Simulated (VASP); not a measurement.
# CsCdCl3 (P4/mmm) in VASP: further runs

The runs below take CsCdCl3 through single point, with LDA.

Everything below comes from runs of VASP 6.6.1. Logs are shortened: lines on timing, memory, paths and dates and some standing lists are left out, and cuts for length are marked.

## (1) The cell of the first run

The structure is tetragonal, space group P4/mmm (No. 123). Conventional cell: a = 4.805 Å, b = 4.805 Å, c = 5.296 Å, α = 90.00°, β = 90.00°, γ = 90.00°. Cs (site symmetry 4/mmm) has 12 Cl at 3.40 to 3.58 Å and 8 Cd at 4.31 Å within 4.5 Å. Cd (site symmetry 4/mmm) has 6 Cl at 2.40 to 2.65 Å within 3.2 Å. Cl (site symmetry mmm) has 2 Cd at 2.40 Å within 3.2 Å. Cl (site symmetry 4/mmm) has 2 Cd at 2.65 Å and 4 Cs at 3.40 Å and 8 Cl at 3.58 Å within 3.6 Å.

## (2) Single point, LDA (biaxial strain in the a-b plane: -6.0 %)

INCAR reads:

```
SYSTEM = CsCdCl3
ALGO = Normal
EDIFF = 1E-6
ENCUT = 520
GGA = CA
ISIF = 2
ISMEAR = 0
LASPH = .True.
LCHARG = .False.
LREAL = .False.
LWAVE = .False.
NBANDS = 29
NELM = 80
PREC = Accurate
SIGMA = 0.02
```

KPOINTS reads:

```
k-points
0
Gamma
  6 6 6
  0 0 0
```

POSCAR reads:

```
CsCdCl3
1.0
    4.8054423010      0.0000000000      0.0000000000
    0.0000000000      4.8054423010      0.0000000000
    0.0000000000      0.0000000000      5.2962108764
Cs Cd Cl
1 1 3
Direct
    0.0000000000      0.0000000000      0.0000000000
    0.5000000000      0.5000000000      0.5000000000
    0.0000000000      0.5000000000      0.5000000000
    0.5000000000      0.0000000000      0.5000000000
    0.5000000000      0.5000000000      0.0000000000
```

Potentials or basis: VASP PAW LDA potentials, release 64 (Cs_sv, Cd, Cl).

Command:

```bash
$ cat potpaw_LDA.64/Cs_sv/POTCAR potpaw_LDA.64/Cd/POTCAR potpaw_LDA.64/Cl/POTCAR > POTCAR
$ mpirun -np 1 vasp_std > vasp.out
```

OUTCAR:

```text
SYSTEM = CsCdCl3
   EDIFF = 1E-6
   ENCUT = 520
   GGA = CA
   ISIF = 2
   ISMEAR = 0
   LASPH = .True.
   LREAL = .False.
   NELM = 80
   PREC = Accurate

 ion  position               nearest neighbor table
   1  0.000  0.000  0.000-
   2  0.500  0.500  0.500-   3 2.40   4 2.40   4 2.40   3 2.40   5 2.65   5 2.65
   3  0.000  0.500  0.500-   2 2.40   2 2.40
   4  0.500  0.000  0.500-   2 2.40   2 2.40
   5  0.500  0.500  0.000-   2 2.65   2 2.65

  LATTYP: Found a simple tetragonal cell.
 ALAT       =     4.8054423010
 C/A-ratio  =     1.1021276596

  Lattice vectors:

 A1 = (   4.8054423010,   0.0000000000,   0.0000000000)
 A2 = (   0.0000000000,   4.8054423010,   0.0000000000)
 A3 = (   0.0000000000,   0.0000000000,   5.2962108764)

Analysis of symmetry for initial positions (statically):
=====================================================================
 Subroutine PRICEL returns:
 Original cell was already a primitive cell.

 Routine SETGRP: Setting up the symmetry group for a
 simple tetragonal supercell.

 Subroutine GETGRP returns: Found 16 space group operations
 (whereof 16 operations were pure point group operations)
 out of a pool of 16 trial point group operations.

The static configuration has the point symmetry D_4h.

Analysis of symmetry for dynamics (positions and initial velocities):
=====================================================================
 Subroutine PRICEL returns:
 Original cell was already a primitive cell.

 Routine SETGRP: Setting up the symmetry group for a
 simple tetragonal supercell.

 Subroutine GETGRP returns: Found 16 space group operations
 (whereof 16 operations were pure point group operations)
 out of a pool of 16 trial point group operations.

The dynamic configuration has the point symmetry D_4h.

 Subroutine INISYM returns: Found 16 space group operations
 (whereof 16 operations are pure point group operations),
 and found     1 'primitive' translations

----------------------------------------------------------------------------------------

                                     Primitive cell

  volume of cell :     122.3016

  direct lattice vectors                    reciprocal lattice vectors
     4.805442301  0.000000000  0.000000000     0.208097390  0.000000000  0.000000000
     0.000000000  4.805442301  0.000000000     0.000000000  0.208097390  0.000000000
     0.000000000  0.000000000  5.296210876     0.000000000  0.000000000  0.188814234

  length of vectors
     4.805442301  4.805442301  5.296210876     0.208097390  0.208097390  0.188814234

  position of ions in fractional coordinates (direct lattice)
     0.000000000  0.000000000  0.000000000
     0.500000000  0.500000000  0.500000000
     0.000000000  0.500000000  0.500000000
     0.500000000  0.000000000  0.500000000
     0.500000000  0.500000000  0.000000000

  ion indices of the primitive-cell ions
   primitive index   ion index
                 1           1
                 2           2
                 3           3
                 4           4
                 5           5

----------------------------------------------------------------------------------------

 KPOINTS: k-points

Automatic generation of k-mesh.
 Grid dimensions read from file:
 generate k-points for:    6    6    6

 Generating k-lattice:

  Cartesian coordinates                     Fractional coordinates (reciprocal lattice)
     0.034682898  0.000000000  0.000000000     0.166666667  0.000000000  0.000000000
     0.000000000  0.034682898  0.000000000     0.000000000  0.166666667  0.000000000
     0.000000000  0.000000000  0.031469039     0.000000000  0.000000000  0.166666667

  Length of vectors
     0.034682898  0.034682898  0.031469039

  Shift w.r.t. Gamma in fractional coordinates (k-lattice)
     0.000000000  0.000000000  0.000000000

 Subroutine IBZKPT returns following result:
 ===========================================

 Found     40 irreducible k-points:

 Following reciprocal coordinates:
            Coordinates               Weight
  0.000000  0.000000  0.000000      1.000000
  0.166667  0.000000  0.000000      4.000000
  0.333333  0.000000  0.000000      4.000000
  0.500000  0.000000  0.000000      2.000000
  0.166667  0.166667  0.000000      4.000000
  0.333333  0.166667  0.000000      8.000000
[... 16 lines left out ...]
  0.333333  0.000000  0.333333      8.000000
  0.500000  0.000000  0.333333      4.000000
 [... further k-points ...]
   k-points           NKPTS =     40   k-points in BZ     NKDIM =     40   number of bands    NBANDS=     29
   number of dos      NEDOS =    301   number of ions     NIONS =      5
   total plane-waves  NPLWV =  51840
   dimension x,y,z NGX =    36 NGY =   36 NGZ =   40
   dimension x,y,z NGXF=    72 NGYF=   72 NGZF=   80
   ions per type =               1   1   3
   NGX,Y,Z   is equivalent  to a cutoff of  12.45, 12.45, 12.56 a.u.
   NGXF,Y,Z  is equivalent  to a cutoff of  24.91, 24.91, 25.11 a.u.
 SYSTEM =  CsCdCl3
   PREC   = accura    normal or accurate (medium, high low for compatibility)
   ISTART =      0    job   : 0-new  1-cont  2-samecut
   ICHARG =      2    charge: 1-file 2-atom 10-const
   ISPIN  =      1    spin polarized calculation?
   LNONCOLLINEAR =      F non collinear calculations
   LSORBIT =      F    spin-orbit coupling
   LASPH  =      T    aspherical Exc in radial PAW
   ENCUT  =  520.0 eV  38.22 Ry    6.18 a.u.   8.93  8.93  9.85*2*pi/ulx,y,z
   NELM   =     80;   NELMIN=  2; NELMDL= -5     # of ELM steps
   EDIFF  = 0.1E-05   stopping-criterion for ELM
   LREAL  =      F    real-space projection
[... 7 lines left out ...]
   TEBEG  =    0.0;   TEEND  =   0.0 temperature during run
   PSTRESS=    0.0 pullay stress
   NELECT =      42.0000    total number of electrons
   NUPDOWN=      -1.0000    fix difference up-down
   EMIN   =  10.00;   EMAX   =-10.00  energy-range for DOS
   EFERMI =   0.00;   METHOD = LEGACY
   ISMEAR =     0;   SIGMA  =   0.02  broadening in eV -4-tet -1-fermi 0-gaus
   EFERMI_NEDOS =   21; number of points for ismear=-14 and -15
   IALGO  =     38    algorithm
   IMIX   =      4    mixing-type and parameters
     AMIX     =   0.40;   BMIX     =  1.00
     AMIX_MAG =   1.60;   BMIX_MAG =  1.00
  volume/ion in A,a.u.               =      24.46       165.07
  Fermi-wavevector in a.u.,A,eV,Ry     =   1.146429  2.166437 17.882138  1.314300
  Thomas-Fermi vector in A             =   2.283114
   LORBIT       =      0    0 simple, 1 ext, 2 COOP (PROOUT), +10 PAW based schemes
   GGA     = CA    functional components
   LHFCALC =     F    Hartree Fock is set to
   AEXX    =    0.0000 exact exchange contribution
   IVDW    =     0    specifies the selected vdW correction
   LEPSILON=     F    determine dielectric tensor
   LRPA    =     F    only Hartree local field effects (RPA)
 non-spin polarized calculation
 Gauss-broadening in eV      SIGMA  =   0.02
  energy-cutoff  :      520.00
  volume of cell :      122.30
 maximum number of plane-waves:      3352
 NGX is ok and might be reduce to    36
   NGX = 17   NGY = 17   NGZ = 19

 number of electron      41.9999992 magnetization

 Free energy of the ion-electron system (eV)
  ---------------------------------------------------
  ext. energy  EPLUGINS =         0.00000000
  ---------------------------------------------------
  free energy    TOTEN  =       -16.46228295 eV

  energy without entropy =      -16.46228295  energy(sigma->0) =      -16.46228295

 E-fermi :   1.8302     XC(G=0):  -9.7721

 val. band max:        1.7018669753   @ k =   0.5000   0.5000   0.5000
 cond. band min:       3.1496170642   @ k =   0.0000   0.0000   0.0000
 fundamental gap:      1.4477500890
 Fermi energy:         1.8302137522

 k-point     1 :       0.0000    0.0000    0.0000
  band No.  band energies     occupation
      1     -17.8827      2.00000
      2     -13.3080      2.00000
      3     -12.6157      2.00000
      4     -12.0767      2.00000
      5      -5.7513      2.00000
      6      -5.6731      2.00000
[... 21 lines left out ...]
     28       8.4065      0.00000
     29      12.0496      0.00000

 k-point     2 :       0.1667    0.0000    0.0000
  band No.  band energies     occupation
      1     -17.8749      2.00000
      2     -13.2448      2.00000
      3     -12.6200      2.00000
      4     -12.0907      2.00000
      5      -5.7905      2.00000
      6      -5.7247      2.00000
[... 21 lines left out ...]
     28       8.8015      0.00000
     29      11.9294      0.00000

 k-point     3 :       0.3333    0.0000    0.0000
  band No.  band energies     occupation
      1     -17.8591      2.00000
      2     -13.1100      2.00000
      3     -12.6290      2.00000
      4     -12.1177      2.00000
      5      -6.4222      2.00000
      6      -5.8598      2.00000
[... 21 lines left out ...]
     28       9.7882      0.00000
     29      10.8518      0.00000

 k-point     4 :       0.5000    0.0000    0.0000
  band No.  band energies     occupation
      1     -17.8511      2.00000
      2     -13.0383      2.00000
      3     -12.6333      2.00000
      4     -12.1310      2.00000
      5      -6.7313      2.00000
      6      -5.8910      2.00000
[... 21 lines left out ...]
     28      10.3115      0.00000
     29      10.3420      0.00000

 k-point     5 :       0.1667    0.1667    0.0000
  band No.  band energies     occupation
      1     -17.8677      2.00000
      2     -13.1778      2.00000
      3     -12.6237      2.00000
      4     -12.1011      2.00000
      5      -5.8278      2.00000
      6      -5.8273      2.00000
[... 21 lines left out ...]
     28       9.2603      0.00000
     29      11.1089      0.00000
[... 510 lines left out ...]
     28       9.0987      0.00000
     29      10.4155      0.00000

 k-point    22 :       0.1667    0.0000    0.3333
  band No.  band energies     occupation
      1     -17.8639      2.00000
      2     -13.2320      2.00000
      3     -12.6161      2.00000
      4     -12.0743      2.00000
      5      -5.9460      2.00000
      6      -5.7835      2.00000
[... 21 lines left out ...]
     28       9.3151      0.00000
     29      10.0972      0.00000

 k-point    23 :       0.3333    0.0000    0.3333
  band No.  band energies     occupation
      1     -17.8505      2.00000
      2     -13.0707      2.00000
      3     -12.6340      2.00000
      4     -12.1020      2.00000
      5      -6.4373      2.00000
      6      -5.8429      2.00000
[... 21 lines left out ...]
     28       9.8392      0.00000
     29       9.9821      0.00000

 k-point    24 :       0.5000    0.0000    0.3333
  band No.  band energies     occupation
      1     -17.8437      2.00000
      2     -12.9743      2.00000
      3     -12.6542      2.00000
      4     -12.1156      2.00000
      5      -6.7310      2.00000
      6      -5.8708      2.00000
[... 21 lines left out ...]
     28       9.6619      0.00000
     29      10.4409      0.00000

 [... further k-points ...]
[... 5 lines left out ...]
  --------------------------------------------------------------------------------------
  -------------------------------------------------------------------------------------
  Total        6.5939051      6.5939051      0.6700703      0.0000000     -0.0000000      0.0000000
  in kB       86.3816056     86.3816056      8.7780681      0.0000000     -0.0000000      0.0000000
  external PRESSURE =      60.5137598 kB  Pullay stress =       0.0000000 kB

 VOLUME and BASIS-vectors are now :
 -----------------------------------------------------------------------------
  energy-cutoff  :      520.00
  volume of cell :      122.30
      direct lattice vectors                 reciprocal lattice vectors
     4.805442301  0.000000000  0.000000000     0.208097390  0.000000000  0.000000000
     0.000000000  4.805442301  0.000000000     0.000000000  0.208097390  0.000000000
     0.000000000  0.000000000  5.296210876     0.000000000  0.000000000  0.188814234

 POSITION                                       TOTAL-FORCE (eV/Angst)
 -----------------------------------------------------------------------------------
      0.00000      0.00000      0.00000         0.000000      0.000000      0.000000
      2.40272      2.40272      2.64811         0.000000      0.000000      0.000000
      0.00000      2.40272      2.64811         0.000000      0.000000      0.000000
      2.40272      0.00000      2.64811         0.000000      0.000000      0.000000
      2.40272      2.40272      0.00000         0.000000      0.000000      0.000000
 -----------------------------------------------------------------------------------
    total drift:                                0.000000      0.000000      0.000000

  FREE ENERGIE OF THE ION-ELECTRON SYSTEM (eV)
  ---------------------------------------------------
  free  energy   TOTEN  =       -16.4622829540 eV

  energy  without entropy=      -16.4622829540  energy(sigma->0) =      -16.46228295
```

It took 2.3 min on 1 thread of Oxide Virtual Turin-like, shared host; peak memory 0.24 GiB.

Results:

- Free energy: -16.4623 eV
- Pressure: 6.1 GPa
- Band gap on the k mesh: 1.45 eV (least direct gap 2.77 eV)

Caveat: the cell differs from its parent crystal (biaxial strain in the a-b plane: -6.0 %); the stress differs along the axes, from 1 to 9 GPa; spin-orbit coupling is left out, which moves the levels of the heavy elements.

## (3) Single point, LDA (biaxial strain in the a-b plane: -6.0 %, then relaxed in part)

INCAR reads:

```
ALGO = Normal
EDIFF = 1E-7
ENCUT = 520
GGA = CA
ISIF = 2
ISMEAR = 0
LASPH = True
LCHARG = True
LELF = True
LREAL = False
LVHAR = True
LWAVE = False
NBANDS = 29
NELM = 60
PREC = Accurate
SIGMA = 0.02
```

KPOINTS reads:

```
k-points
0
Gamma
  6 6 6
```

POSCAR: that of step 2 with these lines changed.

```diff
@@ -4,3 +4,3 @@
     0.0000000000      4.8054423010      0.0000000000
-    0.0000000000      0.0000000000      5.2962108764
+    0.0000000000      0.0000000000      5.3434412354
 Cs Cd Cl
```

Potentials or basis: VASP PAW LDA potentials, release 64 (Cs_sv, Cd, Cl).

Command:

```bash
$ cat potpaw_LDA.64/Cs_sv/POTCAR potpaw_LDA.64/Cd/POTCAR potpaw_LDA.64/Cl/POTCAR > POTCAR
$ mpirun -np 1 vasp_std > vasp.out
```

Wall time 2.6 min (1 thread of Oxide Virtual Turin-like, shared host); peak memory 0.23 GiB.

It converged, with:

| Quantity | Value |
| --- | --- |
| Free energy | -16.4664 eV |
| Pressure | 5.6 GPa |
| Band gap on the k mesh | 1.42 eV (least direct gap 2.73 eV) |

Stress tensor (GPa, compression positive):
```
8.34 0.00 0.00
0.00 8.34 0.00
0.00 0.00 0.23
```

Levels at points of the mesh, in eV from the valence-band top:
```csv
k point,band 18,band 19,band 20,band 21,band 22,band 23,band 24,band 25
"(0.00, 0.00, 0.00)",-1.79,-1.34,-1.31,-1.31,1.42,4.76,5.13,5.25
"(0.50, 0.00, 0.00)",-1.87,-1.86,-1.80,-1.68,4.95,6.59,6.94,6.97
"(0.50, 0.50, 0.00)",-1.52,-1.52,-0.95,-0.01,6.94,6.94,7.12,7.37
"(0.00, 0.00, 0.50)",-1.75,-1.75,-1.51,-1.51,3.70,5.96,6.33,7.17
"(0.50, 0.00, 0.50)",-2.06,-1.98,-1.19,-0.61,6.12,6.37,6.98,7.21
"(0.50, 0.50, 0.50)",-1.07,-0.94,-0.73,0.00,4.62,5.21,5.21,6.55
```

Caveat: the cell differs from its parent crystal (biaxial strain in the a-b plane: -6.0 %, then relaxed in part); the stress differs along the axes, from 0 to 8 GPa; spin-orbit coupling is left out, which moves the levels of the heavy elements. A k mesh can miss the band edges.

## (4) Single point, LDA (biaxial strain in the a-b plane: -4.0 %)

INCAR reads:

```
PREC = Accurate ; ENCUT = 520
EDIFF = 1E-6 ; ISMEAR = 0
SIGMA = 0.02 ; LREAL = F
LASPH = T ; NELM = 60
ALGO = Normal ; ISIF = 2
LWAVE = F ; LCHARG = F
NBANDS = 29
```

KPOINTS reads:

```
Automatic mesh
0
Gamma
  6 6 6
```

POSCAR: that of step 3 with these lines changed.

```diff
@@ -2,5 +2,5 @@
 1.0
-    4.8054423010      0.0000000000      0.0000000000
-    0.0000000000      4.8054423010      0.0000000000
-    0.0000000000      0.0000000000      5.3434412354
+    4.9076857542      0.0000000000      0.0000000000
+    0.0000000000      4.9076857542      0.0000000000
+    0.0000000000      0.0000000000      5.2348648044
 Cs Cd Cl
```

Command:

```bash
$ cat potpaw_LDA.64/Cs_sv/POTCAR potpaw_LDA.64/Cd/POTCAR potpaw_LDA.64/Cl/POTCAR > POTCAR
$ mpirun -np 1 vasp_std > vasp.out
```

It took 2.5 min on 1 thread of Oxide Virtual Turin-like, shared host; peak memory 0.25 GiB.

Results (log left out):

* Free energy: -16.6791 eV
* Pressure: 3.6 GPa
* Band gap on the k mesh: 1.52 eV (least direct gap 2.61 eV)

Stress tensor (GPa, compression positive):
```
5.11 0.00 0.00
0.00 5.11 0.00
0.00 0.00 0.61
```

Levels at points of the mesh, in eV from the valence-band top:
```
           k point  band 17  band 18  band 19  band 20  band 21  band 22  band 23  band 24  band 25  band 26
(0.00, 0.00, 0.00)    -1.54    -1.54    -1.10    -1.09    -1.09     1.52     5.11     5.33     5.39     6.53
(0.50, 0.00, 0.00)    -1.87    -1.58    -1.57    -1.51    -1.46     4.82     6.75     7.02     7.20     7.89
(0.50, 0.50, 0.00)    -1.88    -1.42    -1.42    -0.76    -0.01     6.92     7.02     7.02     7.45     7.99
(0.00, 0.00, 0.50)    -1.89    -1.49    -1.49    -1.35    -1.35     4.06     6.43     6.57     7.34     7.57
(0.50, 0.00, 0.50)    -1.81    -1.80    -1.73    -0.89    -0.33     6.43     6.53     7.22     7.25     7.58
(0.50, 0.50, 0.50)    -0.83    -0.83    -0.75    -0.40     0.00     5.03     5.40     5.40     6.89     8.11
```

Caveat: the cell differs from its parent crystal (biaxial strain in the a-b plane: -4.0 %); the cell stands under pressure; spin-orbit coupling is left out, which moves the levels of the heavy elements. A k mesh can miss the band edges.

(Continued in part 2 of 2.)
